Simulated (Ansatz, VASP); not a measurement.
InSe: VASP beside Ansatz

```
In Se
1.0
     5.84735   -1.99632    0.03813
     5.88845    2.11368    0.07923
    -1.55618    0.02724    4.30766
In Se
2 2
Direct
  0.88400 0.88400 0.00500
  0.11600 0.11600 0.99500
  0.66000 0.66000 0.64200
  0.34000 0.34000 0.35800
```

Change from the starting cell: equal xy, yz and zx shear strains of +2 %, crystal datasets.

Alike in both runs: task electric field gradients; functional PBE; k mesh 7 × 7 × 6; occupations fermi-dirac, width 0.02 eV; no spin polarisation.

|  | VASP | Ansatz |
| --- | --- | --- |
| version | VASP 6.6.1 | Ansatz 0.2.0 |
| potentials or method | VASP PAW PBE potentials, release 64 (In_d, Se), cutoff 520 eV | all-electron PAW with datasets made for the crystal, scalar-relativistic |

```csv
,VASP,Ansatz,Ansatz less VASP
gap on the k mesh at the Fermi level (eV),0.85,0.86,+0.005
pressure (GPa),2.8,2.8,-0.03
"traceless stress, the component that is largest in VASP (GPa)",2.12,2.12,0.000
rms of the force components (eV/Å),0.320,0.320,+0.0007
size of Vzz on the site where it differs most (V/Å²),69.3,72.5,+3.18
```

Atom by atom the forces differ by 0.006 eV/Å (rms over components). Ansatz ran all-electron here, and VASP with PAW potentials.
